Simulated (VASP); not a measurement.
Se3Br:

```
Se Br
1.0
    -1.90124    1.90124    8.48190
     1.90124   -1.90124    8.48190
     1.90124    1.90124   -8.48190
Se Br
3 1
Direct
  0.25000 0.75000 0.50000
  0.75000 0.25000 0.50000
  0.50000 0.50000 0.00000
  0.00000 0.00000 0.00000
```

Base run:

* Program: VASP 6.6.1
* Functional: PBE
* Potentials or basis: VASP PAW PBE potentials, release 64 (Se, Br)
* Cutoff: 520 eV
* k mesh: 6 × 6 × 6
* Occupations: gaussian, width 0.1 eV
* Spin: no spin polarisation

Its results: band gap on the k mesh zero (an odd number of electrons rules out a gap without spin polarisation); pressure 0.3 GPa.

**Question.** The run is repeated on the same cell with these changes: k mesh from 6 × 6 × 6 to 1 × 1 × 1. What comes out?

**Answer.** Band gap on the k mesh zero (an odd number of electrons rules out a gap without spin polarisation); pressure 20.2 GPa.

Caveats: some runs use coarse meshes; an odd number of electrons without spin polarisation forces a metal; a magnetic or distorted state may lie lower.
